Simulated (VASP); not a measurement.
Input of a VASP 6.6.1 run:

Contents of INCAR:

```
SYSTEM = AuI3
ALGO     = Normal         ! electronic algorithm
EDIFF    = 1E-7           ! SCF threshold, eV
ENCUT    = 520            ! plane-wave cutoff, eV
GGA      = PE             ! functional
ISIF     = 2              ! what is computed and relaxed
ISMEAR   = 0              ! smearing method
LASPH    = .TRUE.         ! aspherical terms in the spheres
LCHARG   = .FALSE.        ! write CHGCAR
LREAL    = .FALSE.        ! projectors in reciprocal space
LWAVE    = .FALSE.        ! write WAVECAR
NBANDS   = 24             ! bands
NELM     = 100            ! most SCF steps
PREC     = Accurate       ! precision mode
SIGMA    = 0.1            ! smearing width, eV
```

KPOINTS

```
k-points
0
G
  12 12 12
  0 0 0
```

The input POSCAR:

```
AuI3
1.0
   -2.7924105523      2.7924105523      3.9506852237
    2.7924105523     -2.7924105523      3.9506852237
    2.7924105523      2.7924105523     -3.9506852237
Au I
1 3
Direct
    0.0000000000      0.0000000000      0.0000000000
    0.2500000000      0.7500000000      0.5000000000
    0.7500000000      0.2500000000      0.5000000000
    0.5000000000      0.5000000000      0.0000000000
```

Potentials or basis: VASP PAW PBE potentials, release 64 (Au, I).

Command:

```sh
$ cat potpaw_PBE.64/Au/POTCAR potpaw_PBE.64/I/POTCAR > POTCAR
$ mpirun -np 1 vasp_std > vasp.out
```

Problem. What does it give for the pressure?

Solution. -0.1 GPa.

Problem. What does it give for the band gap on the k mesh?

Solution. Zero (bands 16 and 17 overlap by 1.09 eV).

Caveat: spin-orbit coupling is left out, which moves the levels of the heavy elements.
